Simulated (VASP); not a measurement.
# GaN (P6_3mc) in VASP: notebook

GaN is run at these levels: PBE; tasks: single point.

Everything below comes from runs of VASP 6.6.1. Logs are shortened: lines on timing, memory, paths and dates and some standing lists are left out, and cuts for length are marked.

## (1) The cell of the first run

The structure is hexagonal, space group P6_3mc (No. 186). The conventional cell has a = 3.339 Å, b = 3.339 Å, c = 4.908 Å, α = 90.00°, β = 90.00°, γ = 120.00°. Ga (site symmetry 3m) has 4 N at 1.84 to 2.02 Å within 2.4 Å. Within 2.4 Å of N (site symmetry 3m) lie 4 Ga at 1.84 to 2.02 Å.

## (2) Single point, PBE (strain +0.050 along x and y, -0.050 along z)

Input file INCAR:

```
ALGO = Normal
EDIFF = 1E-6
ENCUT = 520
GGA = PE
ISIF = 2
ISMEAR = 0
LASPH = T
LCHARG = T
LELF = T
LREAL = F
LVHAR = T
LWAVE = F
NBANDS = 26
NELM = 60
PREC = Accurate
SIGMA = 0.05
```

Input file KPOINTS:

```
k-points
0
Gamma
  12 12 6
```

Input file POSCAR:

```
GaN
1.0
    3.3389996435      0.0000000000      0.0000000000
   -1.6694998218      2.8916585145      0.0000000000
    0.0000000000      0.0000000000      4.9077000000
Ga N
2 2
Direct
    0.3333333333      0.6666666667      0.0000000000
    0.6666666667      0.3333333333      0.5000000000
    0.3333333333      0.6666666667      0.3750000000
    0.6666666667      0.3333333333      0.8750000000
```

Potentials or basis: VASP PAW PBE potentials, release 64 (Ga_d, N).

On the command line:

```bash
$ cat potpaw_PBE.64/Ga_d/POTCAR potpaw_PBE.64/N/POTCAR > POTCAR
$ mpirun -np 1 vasp_std > vasp.out
```

OUTCAR:

```text
EDIFF = 1E-6
   ENCUT = 520
   GGA = PE
   ISIF = 2
   ISMEAR = 0
   LASPH = T
   LREAL = F
   NELM = 60
   PREC = Accurate

 ion  position               nearest neighbor table
   1  0.333  0.667  0.000-   3 1.84   4 2.02   4 2.02   4 2.02
   2  0.667  0.333  0.500-   4 1.84   3 2.02   3 2.02   3 2.02
   3  0.333  0.667  0.375-   1 1.84   2 2.02   2 2.02   2 2.02
   4  0.667  0.333  0.875-   2 1.84   1 2.02   1 2.02   1 2.02

  LATTYP: Found a hexagonal cell.
 ALAT       =     3.3389996435
 C/A-ratio  =     1.4698114777

  Lattice vectors:

 A1 = (   3.3389996435,   0.0000000000,   0.0000000000)
 A2 = (  -1.6694998218,   2.8916585145,   0.0000000000)
 A3 = (   0.0000000000,   0.0000000000,   4.9077000000)

Analysis of symmetry for initial positions (statically):
=====================================================================
 Subroutine PRICEL returns:
 Original cell was already a primitive cell.

 Routine SETGRP: Setting up the symmetry group for a
 hexagonal supercell.

 Subroutine GETGRP returns: Found 12 space group operations
 (whereof  6 operations were pure point group operations)
 out of a pool of 24 trial point group operations.

The static configuration has the point symmetry C_3v.
 The point group associated with its full space group is C_6v.

Analysis of symmetry for dynamics (positions and initial velocities):
=====================================================================
 Subroutine PRICEL returns:
 Original cell was already a primitive cell.

 Routine SETGRP: Setting up the symmetry group for a
 hexagonal supercell.

 Subroutine GETGRP returns: Found 12 space group operations
 (whereof  6 operations were pure point group operations)
 out of a pool of 24 trial point group operations.

The dynamic configuration has the point symmetry C_3v.
 The point group associated with its full space group is C_6v.

 Subroutine INISYM returns: Found 12 space group operations
 (whereof  6 operations are pure point group operations),
 and found     1 'primitive' translations

----------------------------------------------------------------------------------------

                                     Primitive cell

  volume of cell :      47.3851

[... 82 lines left out ...]
 SYSTEM =  unknown system
   PREC   = accura    normal or accurate (medium, high low for compatibility)
   ISTART =      0    job   : 0-new  1-cont  2-samecut
   ICHARG =      2    charge: 1-file 2-atom 10-const
   ISPIN  =      1    spin polarized calculation?
   LNONCOLLINEAR =      F non collinear calculations
   LSORBIT =      F    spin-orbit coupling
   LASPH  =      T    aspherical Exc in radial PAW
   ENCUT  =  520.0 eV  38.22 Ry    6.18 a.u.   6.21  6.21  9.13*2*pi/ulx,y,z
   NELM   =     60;   NELMIN=  2; NELMDL= -5     # of ELM steps
   EDIFF  = 0.1E-05   stopping-criterion for ELM
   LREAL  =      F    real-space projection
   EDIFFG = 0.1E-04   stopping-criterion for IOM
   NSW    =      0    number of steps for IOM
   IBRION =     -1    ionic relax: 0-MD 1-quasi-New 2-CG
   NFREE  =      0    steps in history (QN), initial steepest desc. (CG)
   ISIF   =      2    stress and relaxation
   ISYM   =      2    0-nonsym 1-usesym 2-fastsym
   POTIM  = 0.5000    time-step for ionic-motion
   TEBEG  =    0.0;   TEEND  =   0.0 temperature during run
   PSTRESS=    0.0 pullay stress
   NELECT =      36.0000    total number of electrons
   NUPDOWN=      -1.0000    fix difference up-down
   EMIN   =  10.00;   EMAX   =-10.00  energy-range for DOS
   EFERMI =   0.00;   METHOD = LEGACY
   ISMEAR =     0;   SIGMA  =   0.05  broadening in eV -4-tet -1-fermi 0-gaus
   EFERMI_NEDOS =   21; number of points for ismear=-14 and -15
   IALGO  =     38    algorithm
   IMIX   =      4    mixing-type and parameters
     AMIX     =   0.40;   BMIX     =  1.00
     AMIX_MAG =   1.60;   BMIX_MAG =  1.00
  volume/ion in A,a.u.               =      11.85        79.94
  Fermi-wavevector in a.u.,A,eV,Ry     =   1.493809  2.822891 30.360947  2.231467
  Thomas-Fermi vector in A             =   2.606163
   LORBIT       =      0    0 simple, 1 ext, 2 COOP (PROOUT), +10 PAW based schemes
   GGA     = PE    functional components
   LHFCALC =     F    Hartree Fock is set to
   AEXX    =    0.0000 exact exchange contribution
   IVDW    =     0    specifies the selected vdW correction
   LEPSILON=     F    determine dielectric tensor
   LRPA    =     F    only Hartree local field effects (RPA)
 non-spin polarized calculation
 Gauss-broadening in eV      SIGMA  =   0.05
  energy-cutoff  :      520.00
  volume of cell :       47.39
 maximum number of plane-waves:      1296
 NGX is ok and might be reduce to    28
   NGX = 13   NGY = 13   NGZ = 19

 number of electron      35.9999990 magnetization

 Free energy of the ion-electron system (eV)
  ---------------------------------------------------
  ext. energy  EPLUGINS =         0.00000000
  ---------------------------------------------------
  free energy    TOTEN  =       -23.92608238 eV

  energy without entropy =      -23.92608238  energy(sigma->0) =      -23.92608238

 E-fermi :   5.2323     XC(G=0): -11.4623

 val. band max:        4.9770261587   @ k =   0.0000   0.0000   0.0000
 cond. band min:       6.5988272524   @ k =   0.0000   0.0000   0.0000
 fundamental gap:      1.6218010937
 Fermi energy:         5.2323323897

 k-point     1 :       0.0000    0.0000    0.0000
  band No.  band energies     occupation
      1     -10.8299      2.00000
      2      -9.9774      2.00000
      3      -8.4731      2.00000
      4      -8.4727      2.00000
      5      -8.4727      2.00000
      6      -8.3961      2.00000
[... 685 lines left out ...]
     25      16.2316      0.00000
     26      17.2732      0.00000

 [... further k-points ...]
[... 5 lines left out ...]
  --------------------------------------------------------------------------------------
  -------------------------------------------------------------------------------------
  Total       -3.3219605     -3.3219605      8.4321148      0.0000000      0.0000000      0.0000000
  in kB     -112.3216976   -112.3216976    285.1055746      0.0000000      0.0000000      0.0000000
  external PRESSURE =      20.1540598 kB  Pullay stress =       0.0000000 kB

 VOLUME and BASIS-vectors are now :
 -----------------------------------------------------------------------------
  energy-cutoff  :      520.00
  volume of cell :       47.39
      direct lattice vectors                 reciprocal lattice vectors
     3.338999643  0.000000000  0.000000000     0.299490898  0.172911150  0.000000000
    -1.669499822  2.891658514  0.000000000     0.000000000  0.345822301  0.000000000
     0.000000000  0.000000000  4.907700000     0.000000000  0.000000000  0.203761436

 POSITION                                       TOTAL-FORCE (eV/Angst)
 -----------------------------------------------------------------------------------
     -0.00000      1.92777      0.00000         0.000000      0.000000     -1.515286
      1.66950      0.96389      2.45385        -0.000000      0.000000     -1.515286
     -0.00000      1.92777      1.84039        -0.000000      0.000000      1.515286
      1.66950      0.96389      4.29424         0.000000     -0.000000      1.515286
 -----------------------------------------------------------------------------------
    total drift:                               -0.000000     -0.000000      0.000453

  FREE ENERGIE OF THE ION-ELECTRON SYSTEM (eV)
  ---------------------------------------------------
  free  energy   TOTEN  =       -23.9260823817 eV

  energy  without entropy=      -23.9260823817  energy(sigma->0) =      -23.92608238
```

It took 67 s on 1 thread of AMD EPYC 9R45 (Zen 5), shared host; peak memory 0.19 GiB.

What came out:

```yaml
Free_energy: -23.9261 eV
Pressure: 2.0 GPa
Largest_force: 1.515 eV/Å
Band_gap_on_the_k_mesh: 1.62 eV, direct
```

Forces on the atoms (eV/Å):
```
Ga   0.000  0.000 -1.515
Ga   0.000  0.000 -1.515
N    0.000  0.000  1.515
N    0.000  0.000  1.515
```

Stress tensor (GPa, compression positive):
```
-11.23   0.00   0.00
  0.00 -11.23   0.00
  0.00   0.00  28.51
```

Levels at points of the mesh, in eV from the valence-band top:
| k point | band 16 | band 17 | band 18 | band 19 | band 20 | band 21 |
| --- | --- | --- | --- | --- | --- | --- |
| (0.00, 0.00, 0.00) | -0.11 | -0.11 | 0.00 | 1.62 | 3.08 | 8.84 |
| (0.50, 0.00, 0.00) | -3.04 | -2.26 | -0.80 | 4.25 | 5.28 | 6.55 |
| (0.00, 0.00, 0.50) | -0.81 | -0.81 | -0.81 | 3.66 | 3.66 | 8.88 |
| (0.50, 0.00, 0.50) | -2.03 | -1.53 | -1.53 | 4.35 | 4.35 | 7.79 |

Caveat: the cell differs from its parent crystal (strain +0.050 along x and y, -0.050 along z); forces of over 1 eV/Å act on the atoms, so gaps and moduli don't describe the material at rest.

## (3) Single point, PBE (strain +0.000 along x and y, +0.050 along z)

Input file INCAR:

```
SYSTEM = GaN
  ALGO = Normal
  EDIFF = 1E-6
  ENCUT = 520
  GGA = PE
  ISIF = 2
  ISMEAR = 0
  LASPH = .True.
  LCHARG = .False.
  LREAL = .False.
  LWAVE = .False.
  NBANDS = 26
  NELM = 80
  PREC = Accurate
  SIGMA = 0.05
```

Input file KPOINTS:

```
k-points
0
Gamma
  12 12 6
  0 0 0
```

Input file POSCAR:

```
GaN
1.0
    3.1799996605      0.0000000000      0.0000000000
   -1.5899998303      2.7539604900      0.0000000000
    0.0000000000      0.0000000000      5.4243000000
Ga N
2 2
Direct
    0.3333333333      0.6666666667      0.0000000000
    0.6666666667      0.3333333333      0.5000000000
    0.3333333333      0.6666666667      0.3750000000
    0.6666666667      0.3333333333      0.8750000000
```

Potentials or basis: VASP PAW PBE potentials, release 64 (Ga_d, N).

On the command line:

```bash
$ cat potpaw_PBE.64/Ga_d/POTCAR potpaw_PBE.64/N/POTCAR > POTCAR
$ mpirun -np 1 vasp_std > vasp.out
```

Run time: 54 s. Hardware: 1 thread of AMD EPYC 9R45 (Zen 5), shared host; peak memory 0.18 GiB.

Results (log left out):

| Item | Value |
| --- | --- |
| Free energy | -24.2627 eV |
| Pressure | -1.1 GPa |
| Largest force | 0.203 eV/Å |
| Band gap on the k mesh | 1.48 eV, direct |

Forces in eV/Å, atoms in the order of the input:
```
Ga   0.000  0.000  0.203
Ga   0.000  0.000  0.203
N    0.000  0.000 -0.203
N    0.000  0.000 -0.203
```

Stress tensor (GPa, compression positive):
```
  3.68   0.00   0.00
  0.00   3.68   0.00
  0.00   0.00 -10.68
```

Levels at points of the mesh, in eV from the valence-band top:
```tsv
k point	band 16	band 17	band 18	band 19	band 20	band 21
(0.00, 0.00, 0.00)	-0.23	0.00	0.00	1.48	4.37	8.57
(0.50, 0.00, 0.00)	-2.48	-2.14	-1.04	5.19	5.21	5.57
(0.00, 0.00, 0.50)	-0.43	-0.43	-0.43	4.06	4.06	8.00
(0.50, 0.00, 0.50)	-2.02	-1.82	-1.82	4.09	4.09	7.39
```

Caveat: the cell differs from its parent crystal (strain +0.000 along x and y, +0.050 along z).

## (4) Single point, PBE (strain +0.025 along x and y, +0.000 along z)

Input file INCAR:

```
SYSTEM = GaN
ALGO     = Normal         ! electronic algorithm
EDIFF    = 1E-7           ! SCF threshold, eV
ENCUT    = 520            ! plane-wave cutoff, eV
GGA      = PE             ! functional
ISIF     = 2              ! what is computed and relaxed
ISMEAR   = 0              ! smearing method
LASPH    = .TRUE.         ! aspherical terms in the spheres
LCHARG   = .FALSE.        ! write CHGCAR
LREAL    = .FALSE.        ! projectors in reciprocal space
LWAVE    = .FALSE.        ! write WAVECAR
NBANDS   = 26             ! bands
NELM     = 80             ! most SCF steps
PREC     = Accurate       ! precision mode
SIGMA    = 0.05           ! smearing width, eV
```

Input file KPOINTS:

```
k-points
0
G
  12 12 6
  0 0 0
```

Input file POSCAR:

```
GaN
1.0
    3.2594996520      0.0000000000      0.0000000000
   -1.6297498260      2.8228095022      0.0000000000
    0.0000000000      0.0000000000      5.1660000000
Ga N
2 2
Direct
    0.3333333333      0.6666666667      0.0000000000
    0.6666666667      0.3333333333      0.5000000000
    0.3333333333      0.6666666667      0.3750000000
    0.6666666667      0.3333333333      0.8750000000
```

Potentials or basis: VASP PAW PBE potentials, release 64 (Ga_d, N).

On the command line:

```bash
$ cat potpaw_PBE.64/Ga_d/POTCAR potpaw_PBE.64/N/POTCAR > POTCAR
$ mpirun -np 1 vasp_std > vasp.out
```

OUTCAR:

```text
SYSTEM = GaN
   EDIFF = 1E-7
   ENCUT = 520
   GGA = PE
   ISIF = 2
   ISMEAR = 0
   LASPH = .TRUE.
   LREAL = .FALSE.
   NELM = 80
   PREC = Accurate

 ion  position               nearest neighbor table
   1  0.333  0.667  0.000-   3 1.94   4 1.99   4 1.99   4 1.99
   2  0.667  0.333  0.500-   4 1.94   3 1.99   3 1.99   3 1.99
   3  0.333  0.667  0.375-   1 1.94   2 1.99   2 1.99   2 1.99
   4  0.667  0.333  0.875-   2 1.94   1 1.99   1 1.99   1 1.99

  LATTYP: Found a hexagonal cell.
[... 889 lines left out ...]
     25      16.0424      0.00000
     26      17.5453      0.00000

 [... further k-points ...]
[... 5 lines left out ...]
  --------------------------------------------------------------------------------------
  -------------------------------------------------------------------------------------
  Total       -1.4388463     -1.4388463      1.6577785      0.0000000      0.0000000      0.0000000
  in kB      -48.4995916    -48.4995916     55.8791976      0.0000000      0.0000000      0.0000000
  external PRESSURE =     -13.7066618 kB  Pullay stress =       0.0000000 kB

 VOLUME and BASIS-vectors are now :
 -----------------------------------------------------------------------------
  energy-cutoff  :      520.00
  volume of cell :       47.53
      direct lattice vectors                 reciprocal lattice vectors
     3.259499652  0.000000000  0.000000000     0.306795554  0.177128495  0.000000000
    -1.629749826  2.822809502  0.000000000     0.000000000  0.354256991  0.000000000
     0.000000000  0.000000000  5.166000000     0.000000000  0.000000000  0.193573364

 POSITION                                       TOTAL-FORCE (eV/Angst)
 -----------------------------------------------------------------------------------
     -0.00000      1.88187      0.00000         0.000000      0.000000     -0.362032
      1.62975      0.94094      2.58300        -0.000000     -0.000000     -0.362032
     -0.00000      1.88187      1.93725        -0.000000      0.000000      0.362032
      1.62975      0.94094      4.52025         0.000000     -0.000000      0.362032
 -----------------------------------------------------------------------------------
    total drift:                               -0.000000     -0.000001     -0.000473

  FREE ENERGIE OF THE ION-ELECTRON SYSTEM (eV)
  ---------------------------------------------------
  free  energy   TOTEN  =       -24.2944328517 eV

  energy  without entropy=      -24.2944328517  energy(sigma->0) =      -24.29443285
```

OSZICAR:

```text
N       E                     dE             d eps       ncg     rms          rms(c)
DAV:   1     0.282536532021E+03    0.28254E+03   -0.17566E+04  4204   0.254E+03
DAV:   2     0.949759563583E+01   -0.27304E+03   -0.25825E+03  4328   0.490E+02
DAV:   3    -0.268747106440E+02   -0.36372E+02   -0.35809E+02  4678   0.144E+02
DAV:   4    -0.281756439139E+02   -0.13009E+01   -0.12945E+01  4632   0.290E+01
DAV:   5    -0.282035870906E+02   -0.27943E-01   -0.27910E-01  4768   0.415E+00    0.108E+01
DAV:   6    -0.242247814977E+02    0.39788E+01   -0.99830E+00  6530   0.476E+01    0.308E+00
DAV:   7    -0.243129132515E+02   -0.88132E-01   -0.13310E+00  4176   0.903E+00    0.267E+00
DAV:   8    -0.243085917724E+02    0.43215E-02   -0.15970E-01  6516   0.474E+00    0.884E-01
DAV:   9    -0.242939243282E+02    0.14667E-01   -0.43696E-02  6134   0.345E+00    0.392E-01
DAV:  10    -0.242944315273E+02   -0.50720E-03   -0.61466E-03  4162   0.461E-01    0.101E-01
DAV:  11    -0.242944368776E+02   -0.53503E-05   -0.19229E-04  6990   0.250E-01    0.544E-02
DAV:  12    -0.242944320358E+02    0.48418E-05   -0.36696E-05  4300   0.493E-02    0.291E-02
DAV:  13    -0.242944318441E+02    0.19167E-06   -0.17294E-05  5926   0.407E-02    0.208E-02
DAV:  14    -0.242944328848E+02   -0.10406E-05   -0.30946E-06  5788   0.175E-02    0.918E-03
DAV:  15    -0.242944328517E+02    0.33050E-07   -0.69145E-07  4926   0.953E-03
   1 F= -.24294433E+02 E0= -.24294433E+02  d E =-.946902E-19
```

Wall time 56 s (1 thread of AMD EPYC 9R45 (Zen 5), shared host); peak memory 0.18 GiB.

Results:

| Quantity | Value |
| --- | --- |
| Free energy | -24.2944 eV |
| Pressure | -1.4 GPa |
| Largest force | 0.362 eV/Å |
| Band gap on the k mesh | 1.68 eV, direct |

Forces in eV/Å, atoms in the order of the input:
```
Ga   0.000  0.000 -0.362
Ga   0.000  0.000 -0.362
N    0.000  0.000  0.362
N    0.000  0.000  0.362
```

Levels at points of the mesh, in eV from the valence-band top:
```tsv
k point	band 15	band 16	band 17	band 18	band 19	band 20	band 21	band 22
(0.00, 0.00, 0.00)	-1.10	-0.01	-0.01	0.00	1.68	3.78	9.17	9.45
(0.50, 0.00, 0.00)	-4.07	-2.69	-2.13	-0.88	4.79	5.33	6.13	8.33
(0.00, 0.00, 0.50)	-0.56	-0.56	-0.56	-0.56	3.92	3.92	8.43	8.43
(0.50, 0.00, 0.50)	-1.86	-1.86	-1.73	-1.73	4.33	4.33	7.60	7.60
```

Caveat: the cell differs from its parent crystal (strain +0.025 along x and y, +0.000 along z).

## (5) Overview

| cell | gap on the mesh (eV) | pressure (GPa) | largest force (eV/Å) |
| --- | --- | --- | --- |
| a = 3.339, b = 3.339, c = 4.908 Å, angles 90.0, 90.0, 120.0°, 4 atoms | 1.62 | 2.0 | 1.52 |
| a = 3.180, b = 3.180, c = 5.424 Å, angles 90.0, 90.0, 120.0°, 4 atoms | 1.48 | -1.1 | 0.20 |
| a = 3.259, b = 3.259, c = 5.166 Å, angles 90.0, 90.0, 120.0°, 4 atoms | 1.68 | -1.4 | 0.36 |

Alike in all rows: task single point; level PBE; potentials or basis VASP PAW PBE potentials, release 64 (Ga_d, N); no spin polarisation; k mesh 12 × 12 × 6; cutoff (eV) 520; smearing gaussian 0.05 eV.

Caveats: forces of over 1 eV/Å act on the atoms, so gaps and moduli don't describe the material at rest (some runs).

Total energies depend on the potentials used, so only differences within one code and one set of settings carry meaning.
